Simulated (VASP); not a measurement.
# BaTiO3 (Barioperovskite) in VASP: further runs

BaTiO3 (Barioperovskite) is run at these levels: r2SCAN, PBEsol, LDA; tasks: single point.

Everything below comes from runs of VASP 6.6.1. Logs are shortened: lines on timing, memory, paths and dates and some standing lists are left out, and cuts for length are marked.

**1. The cell of the first run**

Symmetry: Amm2, No. 38, orthorhombic system. Conventional cell: a = 3.986 Å, b = 5.674 Å, c = 5.690 Å, α = 90.00°, β = 90.00°, γ = 90.00°. Within 3.7 Å of Ba (site symmetry mm2) lie 12 O at 2.77 to 2.92 Å and 8 Ti at 3.42 to 3.53 Å. Ti (site symmetry mm2) has 6 O at 1.93 to 2.09 Å within 2.6 Å. O (site symmetry m) has 2 Ti at 1.93 to 2.09 Å within 2.6 Å. O (site symmetry mm2) has 2 Ti at 2.00 Å within 2.6 Å.

**2. Single point, r2SCAN**

Contents of POSCAR:

```
BaTiO3
1.0
    3.9855000000      0.0000000000      0.0000000000
    0.0000000000      2.8369000000      2.8451500000
    0.0000000000     -2.8369000000      2.8451500000
Ba Ti O
1 1 3
Direct
    0.0000000000      0.0000000000      0.0000000000
    0.5000000000      0.5124000000      0.5124000000
    0.5000000000      0.9918400000      0.5052400000
    0.5000000000      0.5052400000      0.9918400000
    0.0000000000      0.4874000000      0.4874000000
```

Contents of INCAR.step1:

```
PREC     = Accurate       # precision mode
ENCUT    = 520            # plane-wave cutoff, eV
ISMEAR   = -1             # smearing method
SIGMA    = 0.05           # smearing width, eV
LREAL    = F              # projectors in reciprocal space
LASPH    = T              # aspherical terms in the spheres
NELM     = 80             # most SCF steps
NBANDS   = 28             # bands
GGA      = PE             # functional
ALGO     = Normal         # electronic algorithm
EDIFF    = 1E-4           # SCF threshold, eV
LWAVE    = T              # write WAVECAR
LCHARG   = F              # write CHGCAR
```

Contents of INCAR.step2:

```
PREC     = Accurate       # precision mode
ENCUT    = 520            # plane-wave cutoff, eV
EDIFF    = 1E-7           # SCF threshold, eV
ISMEAR   = -1             # smearing method
SIGMA    = 0.05           # smearing width, eV
LREAL    = F              # projectors in reciprocal space
LASPH    = T              # aspherical terms in the spheres
NELM     = 80             # most SCF steps
ALGO     = Normal         # electronic algorithm
ISIF     = 2              # what is computed and relaxed
LWAVE    = F              # write WAVECAR
LCHARG   = F              # write CHGCAR
METAGGA  = R2SCAN         # meta-GGA
LMIXTAU  = T            
NBANDS   = 28             # bands
ISTART   = 1
```

Contents of KPOINTS:

```
Automatic mesh
0
Gamma
  7 7 7
```

Potentials or basis: VASP PAW PBE potentials, release 64 (Ba_sv, Ti_sv, O).

Run with:

```
> cat potpaw_PBE.64/Ba_sv/POTCAR potpaw_PBE.64/Ti_sv/POTCAR potpaw_PBE.64/O/POTCAR > POTCAR
> cp INCAR.step1 INCAR
> mpirun -np 1 vasp_std > vasp.out
> cp INCAR.step2 INCAR
> mpirun -np 1 vasp_std > vasp.out
```

OUTCAR:

```text
PREC = Accurate
   ENCUT = 520
   EDIFF = 1E-7
   ISMEAR = -1
   LREAL = F
   LASPH = T
   NELM = 80
   ISIF = 2
   METAGGA = R2SCAN
   ISTART = 1

 ion  position               nearest neighbor table
   1  0.000  0.000  0.000-   5 2.77   4 2.81   3 2.81   3 2.81   4 2.81   5 2.84   5 2.84   4 2.84
                             3 2.84   3 2.84   4 2.84   5 2.92   2 3.42   2 3.42   2 3.47   2 3.47
   2  0.500  0.512  0.512-   3 1.93   4 1.93   5 2.00   5 2.00   3 2.09   4 2.09   1 3.42   1 3.42
                             1 3.47   1 3.47   1 3.47   1 3.47   1 3.53   1 3.53
   3  0.500  0.992  0.505-   2 1.93   2 2.09   1 2.81   1 2.81   1 2.84   1 2.84
   4  0.500  0.505  0.992-   2 1.93   2 2.09   1 2.81   1 2.81   1 2.84   1 2.84
   5  0.000  0.487  0.487-   2 2.00   2 2.00   1 2.77   1 2.84   1 2.84   1 2.92

  LATTYP: Found a base centered orthorhombic cell.
 ALAT       =     5.6738000000
 B/A-ratio  =     1.0029081039
 C/A-ratio  =     0.7024392823

  Lattice vectors:

 A1 = (   0.0000000000,   2.8369000000,  -2.8451500000)
 A2 = (   0.0000000000,   2.8369000000,   2.8451500000)
 A3 = (   3.9855000000,   0.0000000000,   0.0000000000)

Analysis of symmetry for initial positions (statically):
=====================================================================
 Subroutine PRICEL returns:
 Original cell was already a primitive cell.

 Routine SETGRP: Setting up the symmetry group for a
 base centered orthorhombic supercell.

 Subroutine GETGRP returns: Found  4 space group operations
 (whereof  4 operations were pure point group operations)
 out of a pool of  8 trial point group operations.

The static configuration has the point symmetry C_2v.

Analysis of symmetry for dynamics (positions and initial velocities):
=====================================================================
 Subroutine PRICEL returns:
 Original cell was already a primitive cell.

 Routine SETGRP: Setting up the symmetry group for a
 base centered orthorhombic supercell.

 Subroutine GETGRP returns: Found  4 space group operations
 (whereof  4 operations were pure point group operations)
 out of a pool of  8 trial point group operations.

The dynamic configuration has the point symmetry C_2v.

 Subroutine INISYM returns: Found  4 space group operations
 (whereof  4 operations are pure point group operations),
 and found     1 'primitive' translations

----------------------------------------------------------------------------------------

                                     Primitive cell

  volume of cell :      64.3372

  direct lattice vectors                    reciprocal lattice vectors
     3.985500000  0.000000000  0.000000000     0.250909547  0.000000000  0.000000000
     0.000000000  2.836900000  2.845150000     0.000000000  0.176248722  0.175737659
     0.000000000 -2.836900000  2.845150000     0.000000000 -0.176248722  0.175737659

  length of vectors
     3.985500000  4.017820321  4.017820321     0.250909547  0.248892219  0.248892219

  position of ions in fractional coordinates (direct lattice)
     0.000000000  0.000000000  0.000000000
     0.500000000  0.512400000  0.512400000
     0.500000000  0.991840000  0.505240000
     0.500000000  0.505240000  0.991840000
     0.000000000  0.487400000  0.487400000

  ion indices of the primitive-cell ions
   primitive index   ion index
                 1           1
                 2           2
                 3           3
                 4           4
                 5           5

----------------------------------------------------------------------------------------

 KPOINTS: Automatic mesh

Automatic generation of k-mesh.
 Grid dimensions read from file:
 generate k-points for:    7    7    7

 Generating k-lattice:

  Cartesian coordinates                     Fractional coordinates (reciprocal lattice)
     0.035844221  0.000000000  0.000000000     0.142857143  0.000000000  0.000000000
     0.000000000  0.025178389  0.025105380     0.000000000  0.142857143  0.000000000
     0.000000000 -0.025178389  0.025105380     0.000000000  0.000000000  0.142857143

  Length of vectors
     0.035844221  0.035556031  0.035556031

  Shift w.r.t. Gamma in fractional coordinates (k-lattice)
     0.000000000  0.000000000  0.000000000

 Subroutine IBZKPT returns following result:
 ===========================================

 Found     64 irreducible k-points:

 Following reciprocal coordinates:
            Coordinates               Weight
  0.000000  0.000000  0.000000      1.000000
  0.142857  0.000000  0.000000      2.000000
  0.285714  0.000000  0.000000      2.000000
  0.428571  0.000000  0.000000      2.000000
  0.000000  0.142857 -0.000000      4.000000
  0.142857  0.142857 -0.000000      8.000000
[... 16 lines left out ...]
  0.285714  0.285714  0.142857      8.000000
  0.428571  0.285714  0.142857      8.000000
 [... further k-points ...]
   k-points           NKPTS =     64   k-points in BZ     NKDIM =     64   number of bands    NBANDS=     28
   number of dos      NEDOS =    301   number of ions     NIONS =      5
   total plane-waves  NPLWV =  27000
   dimension x,y,z NGX =    30 NGY =   30 NGZ =   30
   dimension x,y,z NGXF=    60 NGYF=   60 NGZF=   60
   ions per type =               1   1   3
   NGX,Y,Z   is equivalent  to a cutoff of  12.51, 12.41, 12.41 a.u.
   NGXF,Y,Z  is equivalent  to a cutoff of  25.03, 24.83, 24.83 a.u.
 SYSTEM =  unknown system
   PREC   = accura    normal or accurate (medium, high low for compatibility)
   ISTART =      1    job   : 0-new  1-cont  2-samecut
   ICHARG =      0    charge: 1-file 2-atom 10-const
   ISPIN  =      1    spin polarized calculation?
   LNONCOLLINEAR =      F non collinear calculations
   LSORBIT =      F    spin-orbit coupling
   LASPH  =      T    aspherical Exc in radial PAW
   ENCUT  =  520.0 eV  38.22 Ry    6.18 a.u.   7.41  7.47  7.47*2*pi/ulx,y,z
   NELM   =     80;   NELMIN=  2; NELMDL=  0     # of ELM steps
   EDIFF  = 0.1E-06   stopping-criterion for ELM
   LREAL  =      F    real-space projection
   EDIFFG = 0.1E-05   stopping-criterion for IOM
   NSW    =      0    number of steps for IOM
   IBRION =     -1    ionic relax: 0-MD 1-quasi-New 2-CG
   NFREE  =      0    steps in history (QN), initial steepest desc. (CG)
   ISIF   =      2    stress and relaxation
   ISYM   =      2    0-nonsym 1-usesym 2-fastsym
   POTIM  = 0.5000    time-step for ionic-motion
   TEBEG  =    0.0;   TEEND  =   0.0 temperature during run
   PSTRESS=    0.0 pullay stress
   NELECT =      40.0000    total number of electrons
   NUPDOWN=      -1.0000    fix difference up-down
   EMIN   =  10.00;   EMAX   =-10.00  energy-range for DOS
   EFERMI =   0.00;   METHOD = LEGACY
   ISMEAR =    -1;   SIGMA  =   0.05  broadening in eV -4-tet -1-fermi 0-gaus
   EFERMI_NEDOS =   21; number of points for ismear=-14 and -15
   IALGO  =     38    algorithm
   IMIX   =      4    mixing-type and parameters
     AMIX     =   0.40;   BMIX     =  1.00
     AMIX_MAG =   1.60;   BMIX_MAG =  1.00
  volume/ion in A,a.u.               =      12.87        86.83
  Fermi-wavevector in a.u.,A,eV,Ry     =   1.397250  2.640420 26.562762  1.952308
  Thomas-Fermi vector in A             =   2.520525
   LORBIT       =      0    0 simple, 1 ext, 2 COOP (PROOUT), +10 PAW based schemes
   METAGGA = R2SCAN    functional components
   LHFCALC =     F    Hartree Fock is set to
   AEXX    =    0.0000 exact exchange contribution
   IVDW    =     0    specifies the selected vdW correction
   LEPSILON=     F    determine dielectric tensor
   LRPA    =     F    only Hartree local field effects (RPA)
 non-spin polarized calculation
  energy-cutoff  :      520.00
  volume of cell :       64.34
 maximum number of plane-waves:      1757
 NGX is ok and might be reduce to    30
   NGX = 15   NGY = 15   NGZ = 15

 number of electron      39.9999995 magnetization

 Free energy of the ion-electron system (eV)
  ---------------------------------------------------
  ext. energy  EPLUGINS =         0.00000000
  ---------------------------------------------------
  free energy    TOTEN  =       -74.23453009 eV

  energy without entropy =      -74.23453009  energy(sigma->0) =      -74.23453009

 E-fermi :   4.4968     XC(G=0): -11.8952

 val. band max:        3.4314152013   @ k =   0.4286   0.4286   0.4286
 cond. band min:       5.7446243365   @ k =   0.0000   0.0000   0.0000
 fundamental gap:      2.3132091352
 Fermi energy:         4.4967814436

 k-point     1 :       0.0000    0.0000    0.0000
  band No.  band energies     occupation
      1     -55.3060      2.00000
      2     -30.4793      2.00000
      3     -30.4780      2.00000
      4     -30.4626      2.00000
      5     -21.9845      2.00000
      6     -14.3475      2.00000
[... 20 lines left out ...]
     27       9.1456      0.00000
     28      11.7490      0.00000

 k-point     2 :       0.1429    0.0000    0.0000
  band No.  band energies     occupation
      1     -55.3058      2.00000
      2     -30.4789      2.00000
      3     -30.4778      2.00000
      4     -30.4739      2.00000
      5     -21.9603      2.00000
      6     -14.3576      2.00000
[... 20 lines left out ...]
     27       9.5260      0.00000
     28      12.2403      0.00000

 k-point     3 :       0.2857    0.0000    0.0000
  band No.  band energies     occupation
      1     -55.3053      2.00000
      2     -30.4997      2.00000
      3     -30.4780      2.00000
      4     -30.4766      2.00000
      5     -21.9048      2.00000
      6     -14.4455      2.00000
[... 20 lines left out ...]
     27      10.5228      0.00000
     28      12.4903      0.00000

 k-point     4 :       0.4286    0.0000    0.0000
  band No.  band energies     occupation
      1     -55.3049      2.00000
      2     -30.5200      2.00000
      3     -30.4773      2.00000
      4     -30.4759      2.00000
      5     -21.8593      2.00000
      6     -14.5524      2.00000
[... 578 lines left out ...]
     27      11.1218      0.00000
     28      12.6433      0.00000

 k-point    23 :       0.2857    0.2857    0.1429
  band No.  band energies     occupation
      1     -55.3044      2.00000
      2     -30.5105      2.00000
      3     -30.4976      2.00000
      4     -30.4864      2.00000
      5     -21.8314      2.00000
      6     -14.2088      2.00000
[... 20 lines left out ...]
     27      11.8691      0.00000
     28      12.5903      0.00000

 k-point    24 :       0.4286    0.2857    0.1429
  band No.  band energies     occupation
      1     -55.3040      2.00000
      2     -30.5176      2.00000
      3     -30.5095      2.00000
      4     -30.4857      2.00000
      5     -21.7975      2.00000
      6     -14.1717      2.00000
[... 20 lines left out ...]
     27      12.5149      0.00000
     28      12.6380      0.00000

 [... further k-points ...]

------------------------ aborting loop because EDIFF is reached ----------------------------------------

  FORCE on cell =-STRESS in cart. coord.  units (eV):
  Direction    XX          YY          ZZ          XY          YZ          ZX
  --------------------------------------------------------------------------------------
  -------------------------------------------------------------------------------------
  Total        0.4875448      0.5343067      0.2684408      0.0000000      0.0000000      0.0000000
  in kB       12.1412413     13.3057447      6.6849344      0.0000000      0.0000000      0.0000000
  external PRESSURE =      10.7106401 kB  Pullay stress =       0.0000000 kB

 VOLUME and BASIS-vectors are now :
 -----------------------------------------------------------------------------
  energy-cutoff  :      520.00
  volume of cell :       64.34
      direct lattice vectors                 reciprocal lattice vectors
     3.985500000  0.000000000  0.000000000     0.250909547  0.000000000  0.000000000
     0.000000000  2.836900000  2.845150000     0.000000000  0.176248722  0.175737659
     0.000000000 -2.836900000  2.845150000     0.000000000 -0.176248722  0.175737659

 POSITION                                       TOTAL-FORCE (eV/Angst)
 -----------------------------------------------------------------------------------
      0.00000      0.00000      0.00000         0.000000      0.000000      0.161684
      1.99275      0.00000      2.91571         0.000000      0.000000      0.113525
      1.99275      1.38044      4.25942         0.000000      0.014321     -0.271810
      1.99275     -1.38044      4.25942         0.000000     -0.014321     -0.271810
      0.00000      0.00000      2.77345         0.000000      0.000000      0.268412
 -----------------------------------------------------------------------------------
    total drift:                                0.000000      0.000001      0.000315

  FREE ENERGIE OF THE ION-ELECTRON SYSTEM (eV)
  ---------------------------------------------------
  free  energy   TOTEN  =       -74.2345300934 eV

  energy  without entropy=      -74.2345300933  energy(sigma->0) =      -74.23453009
```

Run time: 6.7 min. Hardware: 1 thread of Intel Xeon Platinum 8375C at 2.90GHz (Ice Lake), shared host; peak memory 0.25 GiB.

What came out:

```
Free energy            : -74.2345 eV
Pressure               : 1.1 GPa
Largest force          : 0.272 eV/Å
Band gap on the k mesh : 2.31 eV, indirect (least direct gap 2.46 eV)
```

Forces in eV/Å, atoms in the order of the input:
```
Ba   0.000  0.000  0.162
Ti   0.000  0.000  0.114
O    0.000  0.014 -0.272
O    0.000 -0.014 -0.272
O    0.000  0.000  0.268
```

Stress tensor (GPa, compression positive):
```
1.21 0.00 0.00
0.00 1.33 0.00
0.00 0.00 0.67
```

Caveat: the PAW data sets were made with another functional, which shifts forces and pressure a little; spin-orbit coupling is left out, which moves the levels of the heavy elements. A k mesh can miss the band edges.

**3. Single point, PBEsol**

Contents of INCAR:

```
PREC = Accurate
ENCUT = 520
EDIFF = 1E-6
ISMEAR = 1
SIGMA = 0.1
LREAL = False
LASPH = True
NELM = 100
ALGO = Normal
ISIF = 2
LWAVE = False
LCHARG = True
GGA = PS
LELF = True
LVHAR = True
NBANDS = 28
```

Contents of KPOINTS:

```
regular mesh
0
Gamma
  6 6 6
```

Contents of POSCAR:

```
BaTiO3
1.0
    3.9855000000      0.0000000000      0.0000000000
    0.0000000000      2.8369000000      2.8451500000
    0.0000000000     -2.8369000000      2.8451500000
Ba Ti O
1 1 3
Direct
    0.0005220000     -0.0001460000      0.0060690000
    0.5039280000      0.5132700000      0.5199710000
    0.5003990000      0.9771650000      0.5031310000
    0.5168270000      0.5021070000      1.0096530000
    0.0052460000      0.4897220000      0.5025510000
```

Potentials or basis: VASP PAW PBE potentials, release 64 (Ba_sv, Ti_sv, O).

Run with:

```
> cat potpaw_PBE.64/Ba_sv/POTCAR potpaw_PBE.64/Ti_sv/POTCAR potpaw_PBE.64/O/POTCAR > POTCAR
> mpirun -np 1 vasp_std > vasp.out
```

Wall time 2.6 min (1 thread of Intel Xeon 6975P-C, shared host); peak memory 0.32 GiB.

The run converged. Its results:

```yaml
Free_energy: -41.9642 eV
Pressure: -1.5 GPa
Largest_force: 0.636 eV/Å
Band_gap_on_the_k_mesh: 1.80 eV, indirect (least direct gap 2.09 eV)
```

Forces on the atoms (eV/Å):
```
Ba   0.120 -0.095  0.170
Ti  -0.040  0.196  0.084
O    0.060  0.048  0.284
O   -0.260  0.076 -0.575
O    0.121 -0.225  0.038
```

Stress tensor (GPa, compression positive):
```
-1.59  0.04 -0.03
 0.04 -1.34  1.24
-0.03  1.24 -1.53
```

Levels at points of the mesh, in eV from the valence-band top:
```
           k point  band 16  band 17  band 18  band 19  band 20  band 21  band 22  band 23  band 24  band 25
(0.00, 0.00, 0.00)    -1.28    -1.13    -0.38    -0.36    -0.28     1.80     1.97     2.03     4.03     4.16
(0.50, 0.00, 0.00)    -2.02    -1.88    -1.72    -0.94    -0.88     2.09     3.53     3.61     4.08     5.90
(0.00, 0.50, 0.00)    -2.03    -1.98    -1.94    -0.79    -0.73     1.99     3.56     3.59     4.04     6.04
(0.00, 0.00, 0.50)    -2.01    -1.81    -1.61    -0.97    -0.87     2.13     3.50     3.53     4.14     5.94
(0.50, 0.50, 0.00)    -2.77    -1.73    -0.89    -0.88    -0.17     3.56     3.58     3.96     4.80     7.68
(0.50, 0.00, 0.50)    -2.80    -1.80    -1.00    -0.99    -0.09     3.57     3.61     3.94     4.77     7.68
(0.00, 0.50, 0.50)    -2.72    -1.74    -0.94    -0.91    -0.20     3.52     3.60     3.94     4.90     7.67
(0.50, 0.50, 0.50)    -2.47    -2.43    -0.11    -0.08     0.00     4.17     4.20     4.24     6.45     6.54
```

Caveat: the PAW data sets were made with another functional, which shifts forces and pressure a little; spin-orbit coupling is left out, which moves the levels of the heavy elements. A k mesh can miss the band edges.

(Part 1 of 2 ends here.)
